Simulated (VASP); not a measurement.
# Hf (Im-3m) in VASP: a series of runs, part 2 of 2

VASP 6.6.1.

## Step 3: Single point, PBEsol

This run uses another cell than the first one, of 21.30 Å³/atom, 1.111 times its volume.

INCAR

```
  PREC = Accurate
  ENCUT = 520
  EDIFF = 1E-6
  ISMEAR = -1
  SIGMA = 0.08
  LREAL = False
  LASPH = True
  NELM = 60
  ALGO = Normal
  ISIF = 2
  LWAVE = False
  LCHARG = False
  GGA = PS
  NBANDS = 11
```

KPOINTS

```
regular mesh
0
Gamma
  15 15 15
```

POSCAR

```
Hf
1.0
   -1.7462891998      1.7462891998      1.7462891998
    1.7462891998     -1.7462891998      1.7462891998
    1.7462891998      1.7462891998     -1.7462891998
Hf
1
Direct
    0.0000000000      0.0000000000      0.0000000000
```

Potentials or basis: VASP PAW PBE potentials, release 64 (Hf_pv).

On the command line:

```
> cat potpaw_PBE.64/Hf_pv/POTCAR > POTCAR
> mpirun -np 1 vasp_std > vasp.out
```

OUTCAR:

```text
PREC = Accurate
   ENCUT = 520
   EDIFF = 1E-6
   ISMEAR = -1
   LREAL = False
   LASPH = True
   NELM = 60
   ISIF = 2
   GGA = PS

 ion  position               nearest neighbor table
   1  0.000  0.000  0.000-

  LATTYP: Found a body centered cubic cell.
 ALAT       =     3.4925783996

  Lattice vectors:

 A1 = (  -1.7462891998,   1.7462891998,   1.7462891998)
 A2 = (   1.7462891998,  -1.7462891998,   1.7462891998)
[... 505 lines left out ...]
  band No.  band energies     occupation
      1     -25.6912      2.00000
      2     -25.2893      2.00000
      3     -24.9374      2.00000
      4       2.2738      2.00000
      5       4.1681      1.99846
      6       4.9986      0.07758
      7       8.9324      0.00000
      8      10.2560      0.00000
      9      13.7791      0.00000
     10      14.0632      0.00000
     11      17.2441      0.00000

 [... further k-points ...]
[... 5 lines left out ...]
  --------------------------------------------------------------------------------------
  -------------------------------------------------------------------------------------
  Total       -0.0380944     -0.0380944     -0.0380944     -0.0000000      0.0000000     -0.0000000
  in kB       -2.8652548     -2.8652548     -2.8652548     -0.0000000      0.0000000     -0.0000000
  external PRESSURE =      -2.8652548 kB  Pullay stress =       0.0000000 kB

 VOLUME and BASIS-vectors are now :
 -----------------------------------------------------------------------------
  energy-cutoff  :      520.00
  volume of cell :       21.30
      direct lattice vectors                 reciprocal lattice vectors
    -1.746289200  1.746289200  1.746289200     0.000000000  0.286321418  0.286321418
     1.746289200 -1.746289200  1.746289200     0.286321418  0.000000000  0.286321418
     1.746289200  1.746289200 -1.746289200     0.286321418  0.286321418  0.000000000

 POSITION                                       TOTAL-FORCE (eV/Angst)
 -----------------------------------------------------------------------------------
      0.00000      0.00000      0.00000         0.000000     -0.000000     -0.000000
 -----------------------------------------------------------------------------------
    total drift:                                0.000000     -0.000000     -0.000000

  FREE ENERGIE OF THE ION-ELECTRON SYSTEM (eV)
  ---------------------------------------------------
  free  energy   TOTEN  =       -10.3533526940 eV

  energy  without entropy=      -10.3153200847  energy(sigma->0) =      -10.33433639
```

OSZICAR:

```text
N       E                     dE             d eps       ncg     rms          rms(c)
DAV:   1     0.124275945667E+02    0.12428E+02   -0.57336E+03  2672   0.845E+02
DAV:   2    -0.102358058600E+02   -0.22663E+02   -0.21872E+02  3201   0.155E+02
DAV:   3    -0.106956214882E+02   -0.45982E+00   -0.45271E+00  3293   0.151E+01
DAV:   4    -0.106973999199E+02   -0.17784E-02   -0.17782E-02  2990   0.113E+00
DAV:   5    -0.106974094400E+02   -0.95200E-05   -0.95196E-05  3297   0.712E-02    0.459E+01
DAV:   6    -0.104417177610E+02    0.25569E+00   -0.21059E-01  2940   0.332E+00    0.267E+01
DAV:   7    -0.103568938442E+02    0.84824E-01   -0.29286E-01  2976   0.378E+00    0.119E+00
DAV:   8    -0.103533295822E+02    0.35643E-02   -0.19335E-02  2943   0.983E-01    0.602E-02
DAV:   9    -0.103533504322E+02   -0.20850E-04   -0.21001E-04  3355   0.132E-01    0.435E-02
DAV:  10    -0.103533526836E+02   -0.22514E-05   -0.98229E-06  3094   0.243E-02    0.287E-02
DAV:  11    -0.103533526940E+02   -0.10405E-07   -0.12254E-06  2349   0.865E-03
   1 F= -.10353353E+02 E0= -.10334336E+02  d E =-.380326E-01
```

stdout:

```text
POSCAR found type information on POSCAR Hf
 POSCAR found :  1 types and       1 ions
 scaLAPACK will be used
 -----------------------------------------------------------------------------
|                                                                             |
|                                                                             |
|     You enforced a specific xc type in the INCAR file but a different       |
|     I HOPE YOU KNOW WHAT YOU ARE DOING!                                     |
|                                                                             |
 -----------------------------------------------------------------------------

 LDA part: xc-table for (Slater+PW92), standard interpolation
 POSCAR, INCAR and KPOINTS ok, starting setup
 FFT: planning ... GRIDC
 FFT: planning ... GRID_SOFT
 FFT: planning ... GRID
 WAVECAR not read
 entering main loop
```

It took 22 s on 1 thread of AMD EPYC 7R13 (Zen 3), shared host; peak memory 0.13 GiB.

What came out:

```
Free energy            : -10.3534 eV
Pressure               : -0.3 GPa
Band gap on the k mesh : zero (band 5 reaches 6.30 eV, above the bottom of band 6 at 3.95 eV)
```

Caveat: the PAW data sets were made with another functional, which shifts forces and pressure a little; spin-orbit coupling is left out, which moves the levels of the heavy elements.

## Step 4: Relaxation of cell and atoms, PBEsol

This run uses another cell than the first one, of 21.62 Å³/atom, 1.128 times its volume.

INCAR

```
ALGO     = Normal         # electronic algorithm
EDIFF    = 1E-7           # SCF threshold, eV
EDIFFG   = -0.005         # ionic threshold
ENCUT    = 600            # plane-wave cutoff, eV
GGA      = PS             # functional
IBRION   = 2              # ionic algorithm
ISIF     = 3              # what is computed and relaxed
ISMEAR   = -1             # smearing method
LASPH    = T              # aspherical terms in the spheres
LCHARG   = F              # write CHGCAR
LREAL    = F              # projectors in reciprocal space
LWAVE    = F              # write WAVECAR
NELM     = 80             # most SCF steps
NSW      = 60             # ionic steps
PREC     = Accurate       # precision mode
SIGMA    = 0.08           # smearing width, eV
```

KPOINTS

```
k-points
0
Gamma
  15 15 15
```

POSCAR

```
Hf
1.0
   -1.7550060741      1.7550060741      1.7550060741
    1.7550060741     -1.7550060741      1.7550060741
    1.7550060741      1.7550060741     -1.7550060741
Hf
1
Direct
    0.0000000000      0.0000000000      0.0000000000
```

On the command line:

```
> cat potpaw_PBE.64/Hf_pv/POTCAR > POTCAR
> mpirun -np 1 vasp_std > vasp.out
```

Wall time 40 s (1 thread of AMD EPYC 7R13 (Zen 3), shared host); peak memory 0.14 GiB.

Results (log left out):

```yaml
Free_energy: -10.3536 eV
Relaxed_volume: 21.25 Å³/atom
Relaxed_cell: a = 3.022 Å, b = 3.022 Å, c = 3.022 Å, α = 109.47°, β = 109.47°, γ = 109.47°
Space_group_after_relaxing_to_0.05_Å: Im-3m (No. 229)
Energy_gained_by_relaxing: 2.2 meV/atom
Ionic_steps: 3
Pressure_after_relaxing: 0.0 GPa
Band_gap_on_the_k_mesh: zero (band 5 reaches 6.32 eV, above the bottom of band 6 at 3.97 eV)
```

The path:
```
step  energy change (eV)  largest force (eV/Å)  pressure (GPa)  volume (Å³)
   1              0.0000                0.0000           -1.84        21.62
   2              0.0003                0.0000            2.07        20.85
   3             -0.0022                0.0000           -0.01        21.25
```

Final structure:
```cif
data_structure
_symmetry_space_group_name_H-M 'P 1'
_symmetry_Int_Tables_number 1
_cell_length_a 3.0220
_cell_length_b 3.0220
_cell_length_c 3.0220
_cell_angle_alpha 109.471
_cell_angle_beta 109.471
_cell_angle_gamma 109.471
_cell_volume 21.25
loop_
_atom_site_label
_atom_site_type_symbol
_atom_site_fract_x
_atom_site_fract_y
_atom_site_fract_z
_atom_site_occupancy
Hf1 Hf 0.00000 0.00000 0.00000 1
```

Levels at points of the mesh, in eV from the Fermi level:
```tsv
k point	band 1	band 2	band 3	band 4	band 5	band 6	band 7	band 8	band 9
(0.00, 0.00, 0.00)	-29.57	-29.57	-29.57	-7.20	1.56	1.56	1.56	4.50	4.50
```

Caveat: the PAW data sets were made with another functional, which shifts forces and pressure a little; spin-orbit coupling is left out, which moves the levels of the heavy elements.

## Step 5: Overview

| task | cell | cutoff (eV) | gap on the mesh (eV) | pressure (GPa) |
| --- | --- | --- | --- | --- |
| single point | a = 2.920 Å, angles 109.5°, 1 atom | 520 | none | 13.1 |
| single point | a = 3.025 Å, angles 109.5°, 1 atom | 520 | none | -0.3 |
| relaxation of cell and atoms | relaxed from a = 3.040 Å, angles 109.5°, 1 atom | 600 | none | 0.0 |

Alike in all rows: level PBEsol; potentials or basis VASP PAW PBE potentials, release 64 (Hf_pv); no spin polarisation; k mesh 15 × 15 × 15; smearing fermi-dirac 0.08 eV.

Caveats: the PAW data sets were made with another functional, which shifts forces and pressure a little; spin-orbit coupling is left out, which moves the levels of the heavy elements.

Total energies depend on the potentials used, so only differences within one code and one set of settings carry meaning.
